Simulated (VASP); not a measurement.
# Li (Im-3m) in VASP: a series of runs

The runs below take Li through single point, with PBE.

All numbers are computed with VASP 6.6.1; they aren't measurements. Logs are shortened: lines on timing, memory, paths and dates and some standing lists are left out, and cuts for length are marked.

### 1 The cell of the first run

The structure is cubic, space group Im-3m (No. 229). The conventional cell has a = 3.435 Å, b = 3.435 Å, c = 3.435 Å, α = 90.00°, β = 90.00°, γ = 90.00°. Within 3.9 Å of Li (site symmetry m-3m) lie 14 Li at 2.97 to 3.44 Å.

### 2 Single point, PBE

The input, INCAR:

```
SYSTEM = Li
  PREC = Accurate
  ENCUT = 520
  EDIFF = 1E-6
  ISMEAR = -1
  SIGMA = 0.06122561905347299
  LREAL = .False.
  LASPH = .True.
  NELM = 100
  ALGO = Normal
  ISIF = 2
  LWAVE = .False.
  LCHARG = .True.
  GGA = PE
  LELF = .True.
  LVHAR = .True.
  NBANDS = 8
```

The input, KPOINTS:

```
regular mesh
0
Gamma
  45 45 45
  0 0 0
```

The input, POSCAR:

```
Li
1.0
   -1.7175213686      1.7175213686      1.7175213686
    1.7175213686     -1.7175213686      1.7175213686
    1.7175213686      1.7175213686     -1.7175213686
Li
1
Direct
    0.0000000000      0.0000000000      0.0000000000
```

Potentials or basis: VASP PAW PBE potentials, release 64 (Li_sv).

On the command line:

```
$ cat potpaw_PBE.64/Li_sv/POTCAR > POTCAR
$ mpirun -np 1 vasp_std > vasp.out
```

OUTCAR:

```text
SYSTEM = Li
   PREC = Accurate
   ENCUT = 520
   EDIFF = 1E-6
   ISMEAR = -1
   LREAL = .False.
   LASPH = .True.
   NELM = 100
   ISIF = 2
   GGA = PE

 ion  position               nearest neighbor table
   1  0.000  0.000  0.000-

  LATTYP: Found a body centered cubic cell.
 ALAT       =     3.4350427372

  Lattice vectors:

 A1 = (  -1.7175213686,   1.7175213686,   1.7175213686)
 A2 = (   1.7175213686,  -1.7175213686,   1.7175213686)
 A3 = (   1.7175213686,   1.7175213686,  -1.7175213686)

Analysis of symmetry for initial positions (statically):
=====================================================================
 Subroutine PRICEL returns:
 Original cell was already a primitive cell.

 Routine SETGRP: Setting up the symmetry group for a
 body centered cubic supercell.

 Subroutine GETGRP returns: Found 48 space group operations
 (whereof 48 operations were pure point group operations)
 out of a pool of 48 trial point group operations.

The static configuration has the point symmetry O_h .

Analysis of symmetry for dynamics (positions and initial velocities):
=====================================================================
 Subroutine PRICEL returns:
 Original cell was already a primitive cell.

 Routine SETGRP: Setting up the symmetry group for a
 body centered cubic supercell.

 Subroutine GETGRP returns: Found 48 space group operations
 (whereof 48 operations were pure point group operations)
 out of a pool of 48 trial point group operations.

The dynamic configuration has the point symmetry O_h .

 Subroutine INISYM returns: Found 48 space group operations
 (whereof 48 operations are pure point group operations),
 and found     1 'primitive' translations

----------------------------------------------------------------------------------------

                                     Primitive cell

  volume of cell :      20.2659

  direct lattice vectors                    reciprocal lattice vectors
    -1.717521369  1.717521369  1.717521369     0.000000000  0.291117193  0.291117193
     1.717521369 -1.717521369  1.717521369     0.291117193  0.000000000  0.291117193
     1.717521369  1.717521369 -1.717521369     0.291117193  0.291117193  0.000000000

  length of vectors
     2.974834274  2.974834274  2.974834274     0.411701883  0.411701883  0.411701883

  position of ions in fractional coordinates (direct lattice)
     0.000000000  0.000000000  0.000000000

  ion indices of the primitive-cell ions
   primitive index   ion index
                 1           1

----------------------------------------------------------------------------------------

 KPOINTS: regular mesh

Automatic generation of k-mesh.
 Grid dimensions read from file:
 generate k-points for:   45   45   45

 Generating k-lattice:

  Cartesian coordinates                     Fractional coordinates (reciprocal lattice)
     0.000000000  0.006469271  0.006469271     0.022222222  0.000000000  0.000000000
     0.006469271  0.000000000  0.006469271     0.000000000  0.022222222  0.000000000
     0.006469271  0.006469271  0.000000000     0.000000000  0.000000000  0.022222222

  Length of vectors
     0.009148931  0.009148931  0.009148931

  Shift w.r.t. Gamma in fractional coordinates (k-lattice)
     0.000000000  0.000000000  0.000000000

 Subroutine IBZKPT returns following result:
 ===========================================

 Found   2300 irreducible k-points:

 Following reciprocal coordinates:
            Coordinates               Weight
  0.000000  0.000000  0.000000      1.000000
  0.022222  0.000000  0.000000     12.000000
  0.044444  0.000000  0.000000     12.000000
  0.066667  0.000000  0.000000     12.000000
  0.088889  0.000000  0.000000     12.000000
  0.111111  0.000000  0.000000     12.000000
[... 16 lines left out ...]
  0.488889  0.000000  0.000000     12.000000
  0.022222  0.022222  0.000000     24.000000
 [... further k-points ...]
   k-points           NKPTS =   2300   k-points in BZ     NKDIM =   2300   number of bands    NBANDS=      8
   number of dos      NEDOS =    301   number of ions     NIONS =      1
   total plane-waves  NPLWV =  13824
   dimension x,y,z NGX =    24 NGY =   24 NGZ =   24
   dimension x,y,z NGXF=    48 NGYF=   48 NGZF=   48
   ions per type =               1
   NGX,Y,Z   is equivalent  to a cutoff of  13.41, 13.41, 13.41 a.u.
   NGXF,Y,Z  is equivalent  to a cutoff of  26.82, 26.82, 26.82 a.u.
 SYSTEM =  Li
   PREC   = accura    normal or accurate (medium, high low for compatibility)
   ISTART =      0    job   : 0-new  1-cont  2-samecut
   ICHARG =      2    charge: 1-file 2-atom 10-const
   ISPIN  =      1    spin polarized calculation?
   LNONCOLLINEAR =      F non collinear calculations
   LSORBIT =      F    spin-orbit coupling
   LASPH  =      T    aspherical Exc in radial PAW
   ENCUT  =  520.0 eV  38.22 Ry    6.18 a.u.   5.53  5.53  5.53*2*pi/ulx,y,z
   NELM   =    100;   NELMIN=  2; NELMDL= -5     # of ELM steps
   EDIFF  = 0.1E-05   stopping-criterion for ELM
   LREAL  =      F    real-space projection
   EDIFFG = 0.1E-04   stopping-criterion for IOM
   NSW    =      0    number of steps for IOM
   IBRION =     -1    ionic relax: 0-MD 1-quasi-New 2-CG
   NFREE  =      0    steps in history (QN), initial steepest desc. (CG)
   ISIF   =      2    stress and relaxation
   ISYM   =      2    0-nonsym 1-usesym 2-fastsym
   POTIM  = 0.5000    time-step for ionic-motion
   TEBEG  =    0.0;   TEEND  =   0.0 temperature during run
   PSTRESS=    0.0 pullay stress
   NELECT =       3.0000    total number of electrons
   NUPDOWN=      -1.0000    fix difference up-down
   EMIN   =  10.00;   EMAX   =-10.00  energy-range for DOS
   EFERMI =   0.00;   METHOD = LEGACY
   ISMEAR =    -1;   SIGMA  =   0.06  broadening in eV -4-tet -1-fermi 0-gaus
   EFERMI_NEDOS =   21; number of points for ismear=-14 and -15
   IALGO  =     38    algorithm
   IMIX   =      4    mixing-type and parameters
     AMIX     =   0.40;   BMIX     =  1.00
     AMIX_MAG =   1.60;   BMIX_MAG =  1.00
  volume/ion in A,a.u.               =      20.27       136.76
  Fermi-wavevector in a.u.,A,eV,Ry     =   0.866017  1.636535 10.204172  0.749986
  Thomas-Fermi vector in A             =   1.984345
   LORBIT       =      0    0 simple, 1 ext, 2 COOP (PROOUT), +10 PAW based schemes
   GGA     = PE    functional components
   LHFCALC =     F    Hartree Fock is set to
   AEXX    =    0.0000 exact exchange contribution
   IVDW    =     0    specifies the selected vdW correction
   LEPSILON=     F    determine dielectric tensor
   LRPA    =     F    only Hartree local field effects (RPA)
 non-spin polarized calculation
  energy-cutoff  :      520.00
  volume of cell :       20.27
 maximum number of plane-waves:       567
   NGX = 11   NGY = 11   NGZ = 11

 number of electron       3.0000000 magnetization

 Free energy of the ion-electron system (eV)
  ---------------------------------------------------
  ext. energy  EPLUGINS =         0.00000000
  ---------------------------------------------------
  free energy    TOTEN  =        -1.90753783 eV

  energy without entropy =       -1.90161668  energy(sigma->0) =       -1.90457725

 E-fermi :   0.6397     XC(G=0):  -7.0446

 val. band max:        0.6371564755   @ k =  -0.3778   0.4667   0.0667
 cond. band min:       0.6421066666   @ k =  -0.4222   0.4444   0.0889
 fundamental gap:      0.0049501912
 Fermi energy:         0.6396980480

 k-point     1 :       0.0000    0.0000    0.0000
  band No.  band energies     occupation
      1     -45.9030      2.00000
      2      -2.9348      2.00000
      3      15.2329      0.00000
      4      15.2329      0.00000
      5      15.2330      0.00000
      6      20.0047      0.00000
      7      20.0047      0.00000
      8      20.0047      0.00000

 k-point     2 :       0.0222    0.0000    0.0000
  band No.  band energies     occupation
      1     -45.9029      2.00000
      2      -2.9254      2.00000
      3      15.1707      0.00000
      4      15.1802      0.00000
      5      15.2164      0.00000
      6      19.8051      0.00000
      7      19.8106      0.00000
      8      20.0819      0.00000

 k-point     3 :       0.0444    0.0000    0.0000
  band No.  band energies     occupation
      1     -45.9026      2.00000
      2      -2.8974      2.00000
      3      14.9812      0.00000
      4      15.0315      0.00000
      5      15.1669      0.00000
      6      19.2860      0.00000
      7      19.3990      0.00000
      8      20.3040      0.00000

 k-point     4 :       0.0667    0.0000    0.0000
  band No.  band energies     occupation
      1     -45.9021      2.00000
      2      -2.8505      2.00000
      3      14.6600      0.00000
      4      14.8097      0.00000
      5      15.0853      0.00000
      6      18.7466      0.00000
      7      18.9486      0.00000
      8      20.1991      0.00000

 k-point     5 :       0.0889    0.0000    0.0000
  band No.  band energies     occupation
      1     -45.9015      2.00000
      2      -2.7852      2.00000
      3      14.2111      0.00000
      4      14.5401      0.00000
      5      14.9733      0.00000
      6      18.3059      0.00000
      7      18.4989      0.00000
      8      20.0146      0.00000

 k-point     6 :       0.1111    0.0000    0.0000
  band No.  band energies     occupation
      1     -45.9007      2.00000
      2      -2.7010      2.00000
      3      13.6542      0.00000
      4      14.2436      0.00000
      5      14.8339      0.00000
      6      17.9751      0.00000
      7      18.0634      0.00000
      8      19.8906      0.00000

 k-point     7 :       0.1333    0.0000    0.0000
  band No.  band energies     occupation
      1     -45.8998      2.00000
      2      -2.5982      2.00000
      3      13.0194      0.00000
      4      13.9353      0.00000
      5      14.6713      0.00000
      6      17.6473      0.00000
      7      17.7377      0.00000
      8      19.8258      0.00000

 k-point     8 :       0.1556    0.0000    0.0000
  band No.  band energies     occupation
      1     -45.8988      2.00000
      2      -2.4766      2.00000
      3      12.3363      0.00000
      4      13.6259      0.00000
      5      14.4911      0.00000
      6      17.2530      0.00000
      7      17.5721      0.00000
      8      19.8169      0.00000

 k-point     9 :       0.1778    0.0000    0.0000
  band No.  band energies     occupation
      1     -45.8976      2.00000
      2      -2.3363      2.00000
      3      11.6285      0.00000
      4      13.3225      0.00000
      5      14.2988      0.00000
      6      16.8817      0.00000
      7      17.4602      0.00000
      8      19.8596      0.00000

 k-point    10 :       0.2000    0.0000    0.0000
  band No.  band energies     occupation
      1     -45.8963      2.00000
      2      -2.1771      2.00000
      3      10.9126      0.00000
      4      13.0299      0.00000
      5      14.1003      0.00000
      6      16.5342      0.00000
      7      17.3895      0.00000
      8      19.9494      0.00000
[... 78 lines left out ...]
 k-point    18 :       0.3778    0.0000    0.0000
  band No.  band energies     occupation
      1     -45.8863      2.00000
      2      -0.2915      2.00000
      3       5.7340      0.00000
      4      11.3397      0.00000
      5      12.7672      0.00000
      6      14.6376      0.00000
      7      17.5607      0.00000
      8      21.8780      0.00000

 k-point    19 :       0.4000    0.0000    0.0000
  band No.  band energies     occupation
      1     -45.8854      2.00000
      2      -0.0046      1.99995
      3       5.2206      0.00000
      4      11.2245      0.00000
      5      12.6680      0.00000
      6      14.5125      0.00000
      7      17.6147      0.00000
      8      22.2077      0.00000

 k-point    20 :       0.4222    0.0000    0.0000
  band No.  band energies     occupation
      1     -45.8847      2.00000
      2       0.2754      1.99481
      3       4.7591      0.00000
      4      11.1320      0.00000
      5      12.5878      0.00000
      6      14.4124      0.00000
      7      17.6650      0.00000
      8      22.5315      0.00000

 k-point    21 :       0.4444    0.0000    0.0000
  band No.  band energies     occupation
      1     -45.8841      2.00000
      2       0.5316      1.70798
      3       4.3663      0.00000
      4      11.0626      0.00000
      5      12.5273      0.00000
      6      14.3373      0.00000
      7      17.7057      0.00000
      8      22.8291      0.00000

 k-point    22 :       0.4667    0.0000    0.0000
  band No.  band energies     occupation
      1     -45.8838      2.00000
      2       0.7369      0.33933
      3       4.0696      0.00000
      4      11.0162      0.00000
      5      12.4867      0.00000
      6      14.2872      0.00000
      7      17.7346      0.00000
      8      23.0684      0.00000

 k-point    23 :       0.4889    0.0000    0.0000
  band No.  band energies     occupation
      1     -45.8836      2.00000
      2       0.8550      0.05772
      3       3.9057      0.00000
      4      10.9930      0.00000
      5      12.4664      0.00000
      6      14.2622      0.00000
      7      17.7492      0.00000
      8      23.2062      0.00000

 k-point    24 :       0.0222    0.0222    0.0000
  band No.  band energies     occupation
      1     -45.9027      2.00000
      2      -2.9067      2.00000
      3      15.0341      0.00000
      4      15.1053      0.00000
      5      15.1680      0.00000
      6      19.4550      0.00000
      7      19.5043      0.00000
      8      20.2357      0.00000

 [... further k-points ...]
[... 5 lines left out ...]
  --------------------------------------------------------------------------------------
  -------------------------------------------------------------------------------------
  Total       -0.0097501     -0.0097501     -0.0097501      0.0000000      0.0000000     -0.0000000
  in kB       -0.7708222     -0.7708222     -0.7708222      0.0000000      0.0000000     -0.0000000
  external PRESSURE =      -0.7708222 kB  Pullay stress =       0.0000000 kB

 VOLUME and BASIS-vectors are now :
 -----------------------------------------------------------------------------
  energy-cutoff  :      520.00
  volume of cell :       20.27
      direct lattice vectors                 reciprocal lattice vectors
    -1.717521369  1.717521369  1.717521369     0.000000000  0.291117193  0.291117193
     1.717521369 -1.717521369  1.717521369     0.291117193  0.000000000  0.291117193
     1.717521369  1.717521369 -1.717521369     0.291117193  0.291117193  0.000000000

 POSITION                                       TOTAL-FORCE (eV/Angst)
 -----------------------------------------------------------------------------------
      0.00000      0.00000      0.00000         0.000000      0.000000      0.000000
 -----------------------------------------------------------------------------------
    total drift:                               -0.000000      0.000000      0.000000

  FREE ENERGIE OF THE ION-ELECTRON SYSTEM (eV)
  ---------------------------------------------------
  free  energy   TOTEN  =        -1.9075378262 eV

  energy  without entropy=       -1.9016166770  energy(sigma->0) =       -1.90457725
```

It took 8.8 min on 1 thread of Oxide Virtual Turin-like, shared host; peak memory 0.34 GiB.

What came out:

```yaml
Free_energy: -1.9075 eV
Band_gap_on_the_k_mesh: zero (an odd number of electrons rules out a gap without spin polarisation)
```

Levels at points of the mesh, in eV from the Fermi level:
```tsv
k point	band 1	band 2	band 3	band 4	band 5	band 6
(0.00, 0.00, 0.00)	-46.54	-3.57	14.59	14.59	14.59	19.37
```

Caveat: the cutoff is under 1.25 times the usual one of these potentials, so pressure, stress and relaxed cells hold a basis-set (Pulay) error.

### 3 Single point, PBE

This run uses another cell than the first one, of 20.67 Å³/atom.

The input, INCAR:

```
ALGO = Normal ; EDIFF = 1E-7
ENCUT = 520 ; GGA = PE
ISIF = 2 ; ISMEAR = -1
LASPH = True ; LCHARG = True
LELF = True ; LREAL = False
LVHAR = True ; LWAVE = False
NBANDS = 8 ; NELM = 80
PREC = Accurate ; SIGMA = 0.06122561905347299
```

The input, KPOINTS:

```
k-points
0
Gamma
  45 45 45
```

The input, POSCAR:

```
Li
1.0
   -1.7288960138      1.7288960138      1.7288960138
    1.7288960138     -1.7288960138      1.7288960138
    1.7288960138      1.7288960138     -1.7288960138
Li
1
Direct
    0.0000000000      0.0000000000      0.0000000000
```

Potentials or basis: VASP PAW PBE potentials, release 64 (Li_sv).

On the command line:

```
$ cat potpaw_PBE.64/Li_sv/POTCAR > POTCAR
$ mpirun -np 1 vasp_std > vasp.out
```

Wall time 8.7 min (1 thread of Oxide Virtual Turin-like, shared host); peak memory 0.35 GiB.

The run converged. Its results:

* Free energy: -1.9073 eV
* Band gap on the k mesh: zero (an odd number of electrons rules out a gap without spin polarisation)

Levels at points of the mesh, in eV from the Fermi level:
| k point | band 1 | band 2 | band 3 | band 4 | band 5 |
| --- | --- | --- | --- | --- | --- |
| (0.00, 0.00, 0.00) | -46.58 | -3.55 | 14.39 | 14.39 | 14.39 |

Caveat: the cutoff is under 1.25 times the usual one of these potentials, so pressure, stress and relaxed cells hold a basis-set (Pulay) error.
